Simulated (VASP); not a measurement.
# GaN (F-43m) in VASP: notebook

Runs on GaN. Level: PBE. Tasks: single point.

Everything below comes from runs of VASP 6.6.1. Logs are shortened: lines on timing, memory, paths and dates and some standing lists are left out, and cuts for length are marked.

### 1 The cell of the first run

Symmetry: F-43m, No. 216, cubic system. Conventional cell: a = 4.507 Å, b = 4.507 Å, c = 4.507 Å, α = 90.00°, β = 90.00°, γ = 90.00°. Ga (site symmetry -43m) has 4 N at 1.95 Å within 2.6 Å. Within 2.6 Å of N (site symmetry -43m) lie 4 Ga at 1.95 Å.

### 2 Single point, PBE

Input file INCAR:

```
SYSTEM = GaN
ALGO     = Normal         ! electronic algorithm
EDIFF    = 1E-6           ! SCF threshold, eV
ENCUT    = 600            ! plane-wave cutoff, eV
GGA      = PE             ! functional
GGA_COMPAT= .False.      
ISIF     = 2              ! what is computed and relaxed
ISMEAR   = -1             ! smearing method
LASPH    = .True.         ! aspherical terms in the spheres
LCHARG   = .True.         ! write CHGCAR
LELF     = .True.         ! ELF
LREAL    = .False.        ! projectors in reciprocal space
LVHAR    = .True.       
LWAVE    = .False.        ! write WAVECAR
NBANDS   = 16             ! bands
NELM     = 120            ! most SCF steps
PREC     = Accurate       ! precision mode
SIGMA    = 0.1            ! smearing width, eV
```

Input file KPOINTS:

```
k-points
0
Gamma
  8 8 8
  0 0 0
```

Input file POSCAR:

```
GaN
1.0
    0.0000000000      2.2535010000      2.2535010000
    2.2535010000      0.0000000000      2.2535010000
    2.2535010000      2.2535010000      0.0000000000
Ga N
1 1
Direct
    0.0000000000      0.0000000000      0.0000000000
    0.7500000000      0.7500000000      0.7500000000
```

Potentials or basis: VASP PAW PBE potentials, release 64 (Ga_d, N).

Started as:

```
$ cat potpaw_PBE.64/Ga_d/POTCAR potpaw_PBE.64/N/POTCAR > POTCAR
$ mpirun -np 1 vasp_std > vasp.out
```

OUTCAR:

```text
SYSTEM = GaN
   EDIFF = 1E-6
   ENCUT = 600
   GGA = PE
   ISIF = 2
   ISMEAR = -1
   LASPH = .True.
   LREAL = .False.
   NELM = 120
   PREC = Accurate

 ion  position               nearest neighbor table
   1  0.000  0.000  0.000-   2 1.95   2 1.95   2 1.95   2 1.95
   2  0.750  0.750  0.750-   1 1.95   1 1.95   1 1.95   1 1.95

  LATTYP: Found a face centered cubic cell.
 ALAT       =     4.5070020000

  Lattice vectors:

 A1 = (   0.0000000000,   2.2535010000,   2.2535010000)
 A2 = (   2.2535010000,   0.0000000000,   2.2535010000)
 A3 = (   2.2535010000,   2.2535010000,   0.0000000000)

Analysis of symmetry for initial positions (statically):
=====================================================================
 Subroutine PRICEL returns:
 Original cell was already a primitive cell.

 Routine SETGRP: Setting up the symmetry group for a
 face centered cubic supercell.

 Subroutine GETGRP returns: Found 24 space group operations
 (whereof 24 operations were pure point group operations)
 out of a pool of 48 trial point group operations.

The static configuration has the point symmetry T_d .

Analysis of symmetry for dynamics (positions and initial velocities):
=====================================================================
 Subroutine PRICEL returns:
 Original cell was already a primitive cell.

 Routine SETGRP: Setting up the symmetry group for a
 face centered cubic supercell.

 Subroutine GETGRP returns: Found 24 space group operations
 (whereof 24 operations were pure point group operations)
 out of a pool of 48 trial point group operations.

The dynamic configuration has the point symmetry T_d .

 Subroutine INISYM returns: Found 24 space group operations
 (whereof 24 operations are pure point group operations),
 and found     1 'primitive' translations

----------------------------------------------------------------------------------------

                                     Primitive cell

  volume of cell :      22.8878

  direct lattice vectors                    reciprocal lattice vectors
     0.000000000  2.253501000  2.253501000    -0.221876982  0.221876982  0.221876982
     2.253501000  0.000000000  2.253501000     0.221876982 -0.221876982  0.221876982
     2.253501000  2.253501000  0.000000000     0.221876982  0.221876982 -0.221876982

  length of vectors
     3.186931677  3.186931677  3.186931677     0.384302205  0.384302205  0.384302205

  position of ions in fractional coordinates (direct lattice)
     0.000000000  0.000000000  0.000000000
     0.750000000  0.750000000  0.750000000

  ion indices of the primitive-cell ions
   primitive index   ion index
                 1           1
                 2           2

----------------------------------------------------------------------------------------

 KPOINTS: k-points

Automatic generation of k-mesh.
 Grid dimensions read from file:
 generate k-points for:    8    8    8

 Generating k-lattice:

  Cartesian coordinates                     Fractional coordinates (reciprocal lattice)
    -0.027734623  0.027734623  0.027734623     0.125000000  0.000000000  0.000000000
     0.027734623 -0.027734623  0.027734623     0.000000000  0.125000000  0.000000000
     0.027734623  0.027734623 -0.027734623     0.000000000  0.000000000  0.125000000

  Length of vectors
     0.048037776  0.048037776  0.048037776

  Shift w.r.t. Gamma in fractional coordinates (k-lattice)
     0.000000000  0.000000000  0.000000000

 Subroutine IBZKPT returns following result:
 ===========================================

 Found     29 irreducible k-points:

 Following reciprocal coordinates:
            Coordinates               Weight
  0.000000  0.000000  0.000000      1.000000
  0.125000  0.000000  0.000000      8.000000
  0.250000  0.000000  0.000000      8.000000
  0.375000  0.000000  0.000000      8.000000
  0.500000  0.000000  0.000000      4.000000
  0.125000  0.125000  0.000000      6.000000
[... 16 lines left out ...]
  0.500000  0.250000  0.125000     48.000000
 -0.375000  0.250000  0.125000     24.000000
 [... further k-points ...]
   k-points           NKPTS =     29   k-points in BZ     NKDIM =     29   number of bands    NBANDS=     16
   number of dos      NEDOS =    301   number of ions     NIONS =      2
   total plane-waves  NPLWV =  21952
   dimension x,y,z NGX =    28 NGY =   28 NGZ =   28
   dimension x,y,z NGXF=    56 NGYF=   56 NGZF=   56
   ions per type =               1   1
   NGX,Y,Z   is equivalent  to a cutoff of  14.61, 14.61, 14.61 a.u.
   NGXF,Y,Z  is equivalent  to a cutoff of  29.21, 29.21, 29.21 a.u.
 SYSTEM =  GaN
   PREC   = accura    normal or accurate (medium, high low for compatibility)
   ISTART =      0    job   : 0-new  1-cont  2-samecut
   ICHARG =      2    charge: 1-file 2-atom 10-const
   ISPIN  =      1    spin polarized calculation?
   LNONCOLLINEAR =      F non collinear calculations
   LSORBIT =      F    spin-orbit coupling
   LASPH  =      T    aspherical Exc in radial PAW
   ENCUT  =  600.0 eV  44.10 Ry    6.64 a.u.   6.37  6.37  6.37*2*pi/ulx,y,z
   NELM   =    120;   NELMIN=  2; NELMDL= -5     # of ELM steps
   EDIFF  = 0.1E-05   stopping-criterion for ELM
   LREAL  =      F    real-space projection
[... 7 lines left out ...]
   TEBEG  =    0.0;   TEEND  =   0.0 temperature during run
   PSTRESS=    0.0 pullay stress
   NELECT =      18.0000    total number of electrons
   NUPDOWN=      -1.0000    fix difference up-down
   EMIN   =  10.00;   EMAX   =-10.00  energy-range for DOS
   EFERMI =   0.00;   METHOD = LEGACY
   ISMEAR =    -1;   SIGMA  =   0.10  broadening in eV -4-tet -1-fermi 0-gaus
   EFERMI_NEDOS =   21; number of points for ismear=-14 and -15
   IALGO  =     38    algorithm
   IMIX   =      4    mixing-type and parameters
     AMIX     =   0.40;   BMIX     =  1.00
     AMIX_MAG =   1.60;   BMIX_MAG =  1.00
  volume/ion in A,a.u.               =      11.44        77.23
  Fermi-wavevector in a.u.,A,eV,Ry     =   1.511116  2.855596 31.068532  2.283473
  Thomas-Fermi vector in A             =   2.621216
   LORBIT       =      0    0 simple, 1 ext, 2 COOP (PROOUT), +10 PAW based schemes
   GGA     = PE    functional components
   LHFCALC =     F    Hartree Fock is set to
   AEXX    =    0.0000 exact exchange contribution
   IVDW    =     0    specifies the selected vdW correction
   LEPSILON=     F    determine dielectric tensor
   LRPA    =     F    only Hartree local field effects (RPA)
 non-spin polarized calculation
  energy-cutoff  :      600.00
  volume of cell :       22.89
 maximum number of plane-waves:       778
 NGX is ok and might be reduce to    28
   NGX = 13   NGY = 13   NGZ = 13

 number of electron      18.0000005 magnetization

 Free energy of the ion-electron system (eV)
  ---------------------------------------------------
  ext. energy  EPLUGINS =         0.00000000
  ---------------------------------------------------
  free energy    TOTEN  =       -12.14419237 eV

  energy without entropy =      -12.14418831  energy(sigma->0) =      -12.14419034

 E-fermi :   6.2475     XC(G=0): -11.6669

 val. band max:        5.2817528212   @ k =   0.0000   0.0000   0.0000
 cond. band min:       7.0059584361   @ k =   0.0000   0.0000   0.0000
 fundamental gap:      1.7242056150
 Fermi energy:         6.2475419193

 k-point     1 :       0.0000    0.0000    0.0000
  band No.  band energies     occupation
      1     -10.6526      2.00000
      2      -8.1609      2.00000
      3      -8.1609      2.00000
      4      -8.1609      2.00000
      5      -7.8411      2.00000
      6      -7.8411      2.00000
[... 8 lines left out ...]
     15      24.1369      0.00000
     16      24.1369      0.00000

 k-point     2 :       0.1250    0.0000    0.0000
  band No.  band energies     occupation
      1     -10.4845      2.00000
      2      -8.1403      2.00000
      3      -8.1403      2.00000
      4      -8.0966      2.00000
      5      -7.8428      2.00000
      6      -7.8428      2.00000
[... 8 lines left out ...]
     15      22.5414      0.00000
     16      22.5721      0.00000

 k-point     3 :       0.2500    0.0000    0.0000
  band No.  band energies     occupation
      1     -10.1094      2.00000
      2      -8.1000      2.00000
      3      -8.1000      2.00000
      4      -7.8363      2.00000
      5      -7.8363      2.00000
      6      -7.7958      2.00000
[... 8 lines left out ...]
     15      22.1535      0.00000
     16      22.1535      0.00000

 k-point     4 :       0.3750    0.0000    0.0000
  band No.  band energies     occupation
      1      -9.8262      2.00000
      2      -8.0772      2.00000
      3      -8.0772      2.00000
      4      -7.8107      2.00000
      5      -7.8106      2.00000
      6      -7.1107      2.00000
[... 8 lines left out ...]
     15      23.5590      0.00000
     16      23.5590      0.00000

 k-point     5 :       0.5000    0.0000    0.0000
  band No.  band energies     occupation
      1      -9.7444      2.00000
      2      -8.0733      2.00000
      3      -8.0733      2.00000
      4      -7.7941      2.00000
      5      -7.7941      2.00000
      6      -6.5963      2.00000
[... 8 lines left out ...]
     15      24.9449      0.00000
     16      24.9449      0.00000

 k-point     6 :       0.1250    0.1250    0.0000
  band No.  band energies     occupation
      1     -10.4297      2.00000
      2      -8.1210      2.00000
      3      -8.1210      2.00000
      4      -8.1020      2.00000
      5      -7.8546      2.00000
      6      -7.8299      2.00000
[... 8 lines left out ...]
     15      24.9413      0.00000
     16      25.2243      0.00000

 k-point     7 :       0.2500    0.1250    0.0000
  band No.  band energies     occupation
      1     -10.1278      2.00000
      2      -8.0944      2.00000
      3      -8.0761      2.00000
      4      -7.9452      2.00000
      5      -7.8178      2.00000
      6      -7.7953      2.00000
[... 8 lines left out ...]
     15      24.1225      0.00000
     16      24.3671      0.00000

 k-point     8 :       0.3750    0.1250    0.0000
  band No.  band energies     occupation
      1      -9.8324      2.00000
      2      -8.0733      2.00000
      3      -8.0459      2.00000
      4      -7.8800      2.00000
      5      -7.7987      2.00000
      6      -7.2450      2.00000
[... 8 lines left out ...]
     15      23.4968      0.00000
     16      24.9275      0.00000

 k-point     9 :       0.5000    0.1250    0.0000
  band No.  band energies     occupation
      1      -9.7107      2.00000
      2      -8.0697      2.00000
      3      -8.0407      2.00000
      4      -7.8356      2.00000
      5      -7.7926      2.00000
      6      -6.5534      2.00000
[... 8 lines left out ...]
     15      23.9914      0.00000
     16      25.3145      0.00000
[... 172 lines left out ...]
 k-point    19 :       0.5000    0.3750    0.0000
  band No.  band energies     occupation
      1      -9.5891      2.00000
      2      -8.0545      2.00000
      3      -7.8942      2.00000
      4      -7.8843      2.00000
      5      -7.7753      2.00000
      6      -6.2675      2.00000
[... 8 lines left out ...]
     15      27.5972      0.00000
     16      28.5225      0.00000

 k-point    20 :      -0.3750    0.3750    0.0000
  band No.  band energies     occupation
      1      -9.5835      2.00000
      2      -8.0447      2.00000
      3      -7.9048      2.00000
      4      -7.9030      2.00000
      5      -7.8023      2.00000
      6      -6.0066      2.00000
[... 8 lines left out ...]
     15      25.8730      0.00000
     16      28.2309      0.00000

 k-point    21 :       0.5000    0.5000    0.0000
  band No.  band energies     occupation
      1      -9.5732      2.00000
      2      -8.0760      2.00000
      3      -7.8572      2.00000
      4      -7.8572      2.00000
      5      -7.7643      2.00000
      6      -6.1728      2.00000
[... 8 lines left out ...]
     15      27.0511      0.00000
     16      29.8970      0.00000

 k-point    22 :       0.3750    0.2500    0.1250
  band No.  band energies     occupation
      1      -9.8774      2.00000
      2      -8.0567      2.00000
      3      -8.0375      2.00000
      4      -7.9220      2.00000
      5      -7.8130      2.00000
      6      -7.4380      2.00000
[... 8 lines left out ...]
     15      24.4092      0.00000
     16      26.6186      0.00000

 k-point    23 :       0.5000    0.2500    0.1250
  band No.  band energies     occupation
      1      -9.6986      2.00000
      2      -8.0511      2.00000
      3      -8.0064      2.00000
      4      -7.8879      2.00000
      5      -7.8065      2.00000
      6      -6.7412      2.00000
[... 8 lines left out ...]
     15      24.4987      0.00000
     16      26.4182      0.00000

 k-point    24 :      -0.3750    0.2500    0.1250
  band No.  band energies     occupation
      1      -9.6459      2.00000
      2      -8.0566      2.00000
      3      -7.9947      2.00000
      4      -7.8610      2.00000
      5      -7.8082      2.00000
      6      -6.2860      2.00000
[... 8 lines left out ...]
     15      24.0837      0.00000
     16      26.3560      0.00000

 [... further k-points ...]

------------------------ aborting loop because EDIFF is reached ----------------------------------------

  FORCE on cell =-STRESS in cart. coord.  units (eV):
  Direction    XX          YY          ZZ          XY          YZ          ZX
  --------------------------------------------------------------------------------------
  -------------------------------------------------------------------------------------
  Total        0.7048426      0.7048426      0.7048426      0.0000000     -0.0000000      0.0000000
  in kB       49.3400376     49.3400376     49.3400376      0.0000000     -0.0000000      0.0000000
  external PRESSURE =      49.3400376 kB  Pullay stress =       0.0000000 kB

 VOLUME and BASIS-vectors are now :
 -----------------------------------------------------------------------------
  energy-cutoff  :      600.00
  volume of cell :       22.89
      direct lattice vectors                 reciprocal lattice vectors
     0.000000000  2.253501000  2.253501000    -0.221876982  0.221876982  0.221876982
     2.253501000  0.000000000  2.253501000     0.221876982 -0.221876982  0.221876982
     2.253501000  2.253501000  0.000000000     0.221876982  0.221876982 -0.221876982

 POSITION                                       TOTAL-FORCE (eV/Angst)
 -----------------------------------------------------------------------------------
      0.00000      0.00000      0.00000         0.000000      0.000000      0.000000
      3.38025      3.38025      3.38025        -0.000000     -0.000000     -0.000000
 -----------------------------------------------------------------------------------
    total drift:                               -0.000000     -0.000000     -0.000000

  FREE ENERGIE OF THE ION-ELECTRON SYSTEM (eV)
  ---------------------------------------------------
  free  energy   TOTEN  =       -12.1441923701 eV

  energy  without entropy=      -12.1441883055  energy(sigma->0) =      -12.14419034
```

Run time: 12 s. Hardware: 1 thread of Intel Xeon 6975P-C (Granite Rapids), shared host; peak memory 0.15 GiB.

Results:

| Property | Result |
| --- | --- |
| Free energy | -12.1442 eV |
| Pressure | 4.9 GPa |
| Band gap on the k mesh | 1.72 eV, direct |

### 3 Single point, PBE

Input file INCAR:

```
ALGO = Normal
EDIFF = 1E-6
ENCUT = 600
GGA = PE
GGA_COMPAT = False
ISIF = 2
ISMEAR = -1
LASPH = True
LCHARG = True
LELF = True
LREAL = False
LVHAR = True
LWAVE = False
NBANDS = 16
NELM = 120
PREC = Accurate
SIGMA = 0.1
```

Input file KPOINTS:

```
k-points
0
Gamma
  8 8 8
```

POSCAR is that of step 2.

Potentials or basis: VASP PAW PBE potentials, release 64 (Ga_d, N).

Started as:

```
$ cat potpaw_PBE.64/Ga_d/POTCAR potpaw_PBE.64/N/POTCAR > POTCAR
$ mpirun -np 1 vasp_std > vasp.out
```

It took 12 s on 1 thread of Intel Xeon 6975P-C (Granite Rapids), shared host; peak memory 0.16 GiB.

Results (log left out):

| Quantity | Value |
| --- | --- |
| Free energy | -12.1442 eV |
| Pressure | 4.9 GPa |
| Band gap on the k mesh | 1.72 eV, direct |

Levels at points of the mesh, in eV from the valence-band top:
```csv
k point,band 7,band 8,band 9,band 10,band 11,band 12
"(0.00, 0.00, 0.00)",0.00,0.00,0.00,1.72,10.30,10.30
"(0.50, 0.00, 0.00)",-7.04,-0.97,-0.97,4.64,8.73,10.37
"(0.50, 0.50, 0.00)",-6.12,-2.70,-2.70,3.35,6.66,11.71
```
